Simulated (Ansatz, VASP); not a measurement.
**One calculation of ZnCu, two programs**

Contents of INCAR:

```
SYSTEM = ZnCu
PREC = Accurate
ENCUT = 520
EDIFF = 1E-6
ISMEAR = 0
SIGMA = 0.15
LREAL = .False.
LASPH = .True.
NELM = 100
ALGO = Fast
ISIF = 2
LWAVE = .False.
LCHARG = .True.
GGA = PS
LELF = .True.
LVHAR = .True.
NBANDS = 18
```

KPOINTS

```
regular mesh
0
Gamma
  18 18 18
  0 0 0
```

Contents of POSCAR:

```
ZnCu
1.0
    3.0641457876      0.1684339077      0.1684339077
    0.1684339077      3.0641457876      0.1684339077
    0.1684339077      0.1684339077      3.0641457876
Zn Cu
1 1
Direct
    0.5000000000      0.5000000000      0.5000000000
    0.0000000000      0.0000000000      0.0000000000
```

Input for Ansatz:

```yaml
crystal:
  lattice:
    - [3.0641457876, 0.1684339077, 0.1684339077]
    - [0.1684339077, 3.0641457876, 0.1684339077]
    - [0.1684339077, 0.1684339077, 3.0641457876]
  atoms:
    - { symbol: Zn, position: [0.5, 0.5, 0.5] }
    - { symbol: Cu, position: [0.0, 0.0, 0.0] }
basis:
  ecutwfc: 520.0
kpoints:
  mp_grid: { grid: [18, 18, 18] }
hamiltonian:
  xc: pbesol
  pseudopotentials: { kind: paw }
scf:
  occupations: { method: gaussian, width: 0.15 }
output:
  forces: true
  stress: true
  eigenvalues: true
```

Alike in both runs: task single point; functional PBEsol; k mesh 18 × 18 × 18; occupations gaussian, width 0.15 eV; no spin polarisation.

|  | VASP | Ansatz |
| --- | --- | --- |
| version | VASP 6.6.1 | Ansatz 0.2.0 |
| potentials or method | VASP PAW PBE potentials, release 64 (Zn, Cu), cutoff 520 eV | scalar-relativistic, plane waves, PAW |
| valence electrons in the cell | 23 | 31 |

Ansatz gave:

| Property | Result |
| --- | --- |
| gap on the k mesh at the Fermi level (eV) | none |
| pressure (GPa) | -11.6 |
| traceless stress, the component that is largest in VASP (GPa) | -3.73 |

Problem. Estimate VASP's values.

Solution. gap on the k mesh at the Fermi level (eV): none; pressure (GPa): -11.0; traceless stress, the component that is largest in VASP (GPa): -3.78.

VASP's potentials were made for PBE, not for PBEsol. A gap of «none» marks a metal or a gap that the smearing closes. VASP's potentials hold 23 valence electrons a cell and Ansatz's 31, so a difference there can come from the potentials and not from the codes.
